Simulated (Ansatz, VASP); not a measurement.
## Ge: VASP beside Ansatz

```
Ge
1.0
     4.17683    0.00000    0.00000
    -2.08842    3.46148    0.00000
     0.00000    0.00000    6.59637
Ge
4
Direct
  0.66667 0.33333 0.06291
  0.33333 0.66667 0.56291
  0.66667 0.33333 0.43709
  0.33333 0.66667 0.93709
```

Change from the starting cell: strain +0.0450 x Voigt [1, 0, 0, 0, 0, 0], atoms carried along.

Alike in both runs: task single point; functional PBEsol; k mesh 12 × 12 × 8; occupations gaussian, width 0.15 eV; no spin polarisation.

```csv
,VASP,Ansatz
version,VASP 6.6.1,Ansatz 0.2.0
potentials or method,"VASP PAW PBE potentials, release 64 (Ge_d), cutoff 520 eV","scalar-relativistic, plane waves, PAW"
valence electrons in the cell,56,56
```

```csv
,VASP,Ansatz,Ansatz less VASP
gap on the k mesh at the Fermi level (eV),none,none,-
pressure (GPa),-2.7,-2.5,+0.13
"traceless stress, the component that is largest in VASP (GPa)",-3.69,-3.69,0.000
rms of the force components (eV/Å),0.191,0.193,+0.0017
```

VASP's potentials were made for PBE, not for PBEsol. Atom by atom the forces differ by 0.002 eV/Å (rms over components). A gap of «none» marks a metal or a gap that the smearing closes.
